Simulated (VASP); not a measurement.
# Al2Au (Fm-3m) in VASP: single point with PBE

Aim: the single point of Al2Au with PBE.

Everything below comes from runs of VASP 6.6.1. Logs are shortened: lines on timing, memory, paths and dates and some standing lists are left out, and cuts for length are marked.

### Step 1. The cell of the first run

Symmetry: Fm-3m, No. 225, cubic system. The conventional cell has a = 6.000 Å, b = 6.000 Å, c = 6.000 Å, α = 90.00°, β = 90.00°, γ = 90.00°. Within 3.4 Å of Al (site symmetry -43m) lie 4 Au at 2.60 Å and 6 Al at 3.00 Å. Au (site symmetry m-3m) has 8 Al at 2.60 Å within 3.4 Å.

### Step 2. Single point, PBE, collinear spin, zero start

Input file INCAR:

```
SYSTEM = Al2Au
ALGO = Normal
EDIFF = 1E-6
ENCUT = 500
GGA = PE
GGA_COMPAT = .FALSE.
ISIF = 2
ISMEAR = 0
ISPIN = 2
LASPH = .TRUE.
LCHARG = .FALSE.
LMAXMIX = 4
LORBIT = 11
LREAL = .FALSE.
LWAVE = .FALSE.
MAGMOM = 0 0 0
NBANDS = 20
NELM = 200
PREC = Accurate
SIGMA = 0.3
```

Input file KPOINTS:

```
k-points
0
G
  7 7 7
  0 0 0
```

Input file POSCAR:

```
Al2Au
1.0
    0.0000000000      3.0000000000      3.0000000000
    3.0000000000      0.0000000000      3.0000000000
    3.0000000000      3.0000000000      0.0000000000
Al Au
2 1
Direct
    0.2500000000      0.2500000000      0.2500000000
    0.7500000000      0.7500000000      0.7500000000
    0.0000000000      0.0000000000      0.0000000000
```

Potentials or basis: VASP PAW PBE potentials, release 64 (Al, Au).

Command:

```bash
> cat potpaw_PBE.64/Al/POTCAR potpaw_PBE.64/Au/POTCAR > POTCAR
> mpirun -np 1 vasp_std > vasp.out
```

OUTCAR:

```text
SYSTEM = Al2Au
   EDIFF = 1E-6
   ENCUT = 500
   GGA = PE
   ISIF = 2
   ISMEAR = 0
   ISPIN = 2
   LASPH = .TRUE.
   LORBIT = 11
   LREAL = .FALSE.
   NELM = 200
   PREC = Accurate

 ion  position               nearest neighbor table
   1  0.250  0.250  0.250-   3 2.60   3 2.60   3 2.60   3 2.60   2 3.00   2 3.00   2 3.00   2 3.00
                             2 3.00   2 3.00
   2  0.750  0.750  0.750-   3 2.60   3 2.60   3 2.60   3 2.60   1 3.00   1 3.00   1 3.00   1 3.00
                             1 3.00   1 3.00
   3  0.000  0.000  0.000-   2 2.60   2 2.60   2 2.60   1 2.60   2 2.60   1 2.60   1 2.60   1 2.60

  LATTYP: Found a face centered cubic cell.
 ALAT       =     6.0000000000

  Lattice vectors:

 A1 = (   0.0000000000,   3.0000000000,   3.0000000000)
 A2 = (   3.0000000000,   0.0000000000,   3.0000000000)
 A3 = (   3.0000000000,   3.0000000000,   0.0000000000)

Analysis of symmetry for initial positions (statically):
=====================================================================
 Subroutine PRICEL returns:
 Original cell was already a primitive cell.

 Routine SETGRP: Setting up the symmetry group for a
 face centered cubic supercell.

 Subroutine GETGRP returns: Found 48 space group operations
 (whereof 48 operations were pure point group operations)
 out of a pool of 48 trial point group operations.

The static configuration has the point symmetry O_h .

Analysis of symmetry for dynamics (positions and initial velocities):
=====================================================================
 Subroutine PRICEL returns:
 Original cell was already a primitive cell.

 Routine SETGRP: Setting up the symmetry group for a
 face centered cubic supercell.

 Subroutine GETGRP returns: Found 48 space group operations
 (whereof 48 operations were pure point group operations)
 out of a pool of 48 trial point group operations.

The dynamic configuration has the point symmetry O_h .

Analysis of structural, dynamic, and magnetic symmetry:
=====================================================================
 Subroutine PRICEL returns:
 Original cell was already a primitive cell.

 Routine SETGRP: Setting up the symmetry group for a
 face centered cubic supercell.

 Subroutine GETGRP returns: Found 48 space group operations
 (whereof 48 operations were pure point group operations)
 out of a pool of 48 trial point group operations.

The overall configuration has the point symmetry O_h .

 Subroutine INISYM returns: Found 48 space group operations
 (whereof 48 operations are pure point group operations),
 and found     1 'primitive' translations

----------------------------------------------------------------------------------------

                                     Primitive cell

  volume of cell :      54.0000

  direct lattice vectors                    reciprocal lattice vectors
     0.000000000  3.000000000  3.000000000    -0.166666667  0.166666667  0.166666667
     3.000000000  0.000000000  3.000000000     0.166666667 -0.166666667  0.166666667
     3.000000000  3.000000000  0.000000000     0.166666667  0.166666667 -0.166666667

  length of vectors
     4.242640687  4.242640687  4.242640687     0.288675135  0.288675135  0.288675135

  position of ions in fractional coordinates (direct lattice)
     0.250000000  0.250000000  0.250000000
     0.750000000  0.750000000  0.750000000
     0.000000000  0.000000000  0.000000000

  ion indices of the primitive-cell ions
   primitive index   ion index
                 1           1
                 2           2
                 3           3

----------------------------------------------------------------------------------------

 KPOINTS: k-points

Automatic generation of k-mesh.
 Grid dimensions read from file:
 generate k-points for:    7    7    7

 Generating k-lattice:

  Cartesian coordinates                     Fractional coordinates (reciprocal lattice)
    -0.023809524  0.023809524  0.023809524     0.142857143  0.000000000  0.000000000
     0.023809524 -0.023809524  0.023809524     0.000000000  0.142857143  0.000000000
     0.023809524  0.023809524 -0.023809524     0.000000000  0.000000000  0.142857143

  Length of vectors
     0.041239305  0.041239305  0.041239305

  Shift w.r.t. Gamma in fractional coordinates (k-lattice)
     0.000000000  0.000000000  0.000000000

 Subroutine IBZKPT returns following result:
 ===========================================

 Found     20 irreducible k-points:

 Following reciprocal coordinates:
            Coordinates               Weight
  0.000000  0.000000  0.000000      1.000000
  0.142857  0.000000  0.000000      8.000000
  0.285714  0.000000  0.000000      8.000000
  0.428571  0.000000  0.000000      8.000000
  0.142857  0.142857  0.000000      6.000000
  0.285714  0.142857  0.000000     24.000000
[... 12 lines left out ...]
 -0.428571  0.428571  0.142857     24.000000
 -0.285714  0.428571  0.142857     24.000000
   k-points           NKPTS =     20   k-points in BZ     NKDIM =     20   number of bands    NBANDS=     20
   number of dos      NEDOS =    301   number of ions     NIONS =      3
   total plane-waves  NPLWV =  32768
   dimension x,y,z NGX =    32 NGY =   32 NGZ =   32
   dimension x,y,z NGXF=    64 NGYF=   64 NGZF=   64
   ions per type =               2   1
   NGX,Y,Z   is equivalent  to a cutoff of  12.54, 12.54, 12.54 a.u.
   NGXF,Y,Z  is equivalent  to a cutoff of  25.08, 25.08, 25.08 a.u.
 SYSTEM =  Al2Au
   PREC   = accura    normal or accurate (medium, high low for compatibility)
   ISTART =      0    job   : 0-new  1-cont  2-samecut
   ICHARG =      2    charge: 1-file 2-atom 10-const
   ISPIN  =      2    spin polarized calculation?
   LNONCOLLINEAR =      F non collinear calculations
   LSORBIT =      F    spin-orbit coupling
   LASPH  =      T    aspherical Exc in radial PAW
   ENCUT  =  500.0 eV  36.75 Ry    6.06 a.u.   7.74  7.74  7.74*2*pi/ulx,y,z
   NELM   =    200;   NELMIN=  2; NELMDL= -5     # of ELM steps
   EDIFF  = 0.1E-05   stopping-criterion for ELM
   LREAL  =      F    real-space projection
   EDIFFG = 0.1E-04   stopping-criterion for IOM
   NSW    =      0    number of steps for IOM
   IBRION =     -1    ionic relax: 0-MD 1-quasi-New 2-CG
   NFREE  =      0    steps in history (QN), initial steepest desc. (CG)
   ISIF   =      2    stress and relaxation
   ISYM   =      2    0-nonsym 1-usesym 2-fastsym
   POTIM  = 0.5000    time-step for ionic-motion
   TEBEG  =    0.0;   TEEND  =   0.0 temperature during run
   PSTRESS=    0.0 pullay stress
   NELECT =      17.0000    total number of electrons
   NUPDOWN=      -1.0000    fix difference up-down
   EMIN   =  10.00;   EMAX   =-10.00  energy-range for DOS
   EFERMI =   0.00;   METHOD = LEGACY
   ISMEAR =     0;   SIGMA  =   0.30  broadening in eV -4-tet -1-fermi 0-gaus
   EFERMI_NEDOS =   21; number of points for ismear=-14 and -15
   IALGO  =     38    algorithm
   IMIX   =      4    mixing-type and parameters
     AMIX     =   0.40;   BMIX     =  1.00
     AMIX_MAG =   1.60;   BMIX_MAG =  1.00
  volume/ion in A,a.u.               =      18.00       121.47
  Fermi-wavevector in a.u.,A,eV,Ry     =   1.113679  2.104547 16.875035  1.240280
  Thomas-Fermi vector in A             =   2.250266
   LORBIT       =     11    0 simple, 1 ext, 2 COOP (PROOUT), +10 PAW based schemes
   GGA     = PE    functional components
   LHFCALC =     F    Hartree Fock is set to
   AEXX    =    0.0000 exact exchange contribution
   IVDW    =     0    specifies the selected vdW correction
   LEPSILON=     F    determine dielectric tensor
   LRPA    =     F    only Hartree local field effects (RPA)
 spin polarized calculation
 Gauss-broadening in eV      SIGMA  =   0.30
  energy-cutoff  :      500.00
  volume of cell :       54.00
 maximum number of plane-waves:      1383
   NGX = 15   NGY = 15   NGZ = 15

 number of electron      17.0000001 magnetization      -0.0000001

 number of electron      17.0000001 magnetization       0.0000009

 Free energy of the ion-electron system (eV)
  ---------------------------------------------------
  ext. energy  EPLUGINS =         0.00000000
  ---------------------------------------------------
  free energy    TOTEN  =       -12.02529807 eV

  energy without entropy =      -11.98096483  energy(sigma->0) =      -12.00313145

 E-fermi :   7.8139     XC(G=0): -10.5259

 val. band max:        7.7765329260   @ k =  -0.4286   0.1429   0.0000
 cond. band min:       7.9442081356   @ k =   0.2857   0.1429   0.0000
 fundamental gap:      0.1676752096
 Fermi energy:         7.8139472942

 spin component 1

 k-point     1 :       0.0000    0.0000    0.0000
  band No.  band energies     occupation
      1      -2.7552      1.00000
      2       1.1947      1.00000
      3       1.1947      1.00000
      4       1.1947      1.00000
      5       2.1519      1.00000
      6       2.1519      1.00000
[... 12 lines left out ...]
     19      16.0370      0.00000
[... 420 lines left out ...]
      3       1.4167      1.00000
      4       1.7815      1.00000
      5       1.9412      1.00000
      6       2.4498      1.00000
[... 12 lines left out ...]
     19      20.8427      0.00000
     20      22.7396      0.00000
 Fermi energy:         7.8139472942

 spin component 2

 k-point     1 :       0.0000    0.0000    0.0000
  band No.  band energies     occupation
      1      -2.7552      1.00000
      2       1.1947      1.00000
      3       1.1947      1.00000
      4       1.1947      1.00000
      5       2.1519      1.00000
      6       2.1519      1.00000
[... 12 lines left out ...]
     19      16.0370      0.00000
[... 421 lines left out ...]
      4       1.7815      1.00000
      5       1.9412      1.00000
      6       2.4498      1.00000
[... 12 lines left out ...]
     19      20.8427      0.00000
     20      22.7399      0.00000

------------------------ aborting loop because EDIFF is reached ----------------------------------------

  FORCE on cell =-STRESS in cart. coord.  units (eV):
  Direction    XX          YY          ZZ          XY          YZ          ZX
  --------------------------------------------------------------------------------------
  -------------------------------------------------------------------------------------
  Total        1.0701695      1.0701695      1.0701695     -0.0000000     -0.0000000      0.0000000
  in kB       31.7518752     31.7518752     31.7518752     -0.0000000     -0.0000000      0.0000000
  external PRESSURE =      31.7518752 kB  Pullay stress =       0.0000000 kB

 VOLUME and BASIS-vectors are now :
 -----------------------------------------------------------------------------
  energy-cutoff  :      500.00
  volume of cell :       54.00
      direct lattice vectors                 reciprocal lattice vectors
     0.000000000  3.000000000  3.000000000    -0.166666667  0.166666667  0.166666667
     3.000000000  0.000000000  3.000000000     0.166666667 -0.166666667  0.166666667
     3.000000000  3.000000000  0.000000000     0.166666667  0.166666667 -0.166666667

 POSITION                                       TOTAL-FORCE (eV/Angst)
 -----------------------------------------------------------------------------------
      1.50000      1.50000      1.50000        -0.000000     -0.000000     -0.000000
      4.50000      4.50000      4.50000         0.000000      0.000000      0.000000
      0.00000      0.00000      0.00000         0.000000      0.000000      0.000000
 -----------------------------------------------------------------------------------
    total drift:                                0.000000     -0.000000      0.000000

  FREE ENERGIE OF THE ION-ELECTRON SYSTEM (eV)
  ---------------------------------------------------
  free  energy   TOTEN  =       -12.0252980662 eV

  energy  without entropy=      -11.9809648265  energy(sigma->0) =      -12.00313145

 total charge

# of ion       s       p       d       tot
------------------------------------------
    1        0.395   0.358   0.000   0.753
    2        0.395   0.358   0.000   0.753
    3        0.755   0.700   8.547  10.001
--------------------------------------------------
tot          1.544   1.417   8.547  11.507

 magnetization (x)

# of ion       s       p       d       tot
------------------------------------------
    1        0.000   0.000   0.000   0.000
    2        0.000   0.000   0.000   0.000
    3       -0.000  -0.000  -0.000  -0.000
--------------------------------------------------
tot          0.000   0.000  -0.000   0.000
```

It used 28 s of CPU time on 1 thread of AMD EPYC 7R13 Processor (Zen 3), on a shared host.

What came out:

```
Free energy                                           : -12.0253 eV
Pressure                                              : 3.2 GPa
Net moment                                            : 0.00 μB per cell
Valence electrons inside the program's atomic spheres : Al 0.75; Au 10.00
```

Levels at points of the mesh, in eV from the Fermi level:
Spin up:
| k point | band 6 | band 7 | band 8 | band 9 | band 10 | band 11 | band 12 | band 13 |
| --- | --- | --- | --- | --- | --- | --- | --- | --- |
| (0.00, 0.00, 0.00) | -5.66 | 2.22 | 2.94 | 2.94 | 2.94 | 3.89 | 3.89 | 3.89 |
Spin down:
```csv
k point,band 6,band 7,band 8,band 9,band 10,band 11,band 12,band 13
"(0.00, 0.00, 0.00)",-5.66,2.22,2.94,2.94,2.94,3.89,3.89,3.89
```

Caveat: the cell stands under pressure; so wide a smearing shifts energies and pressures; spin-orbit coupling is left out, which moves the levels of the heavy elements.
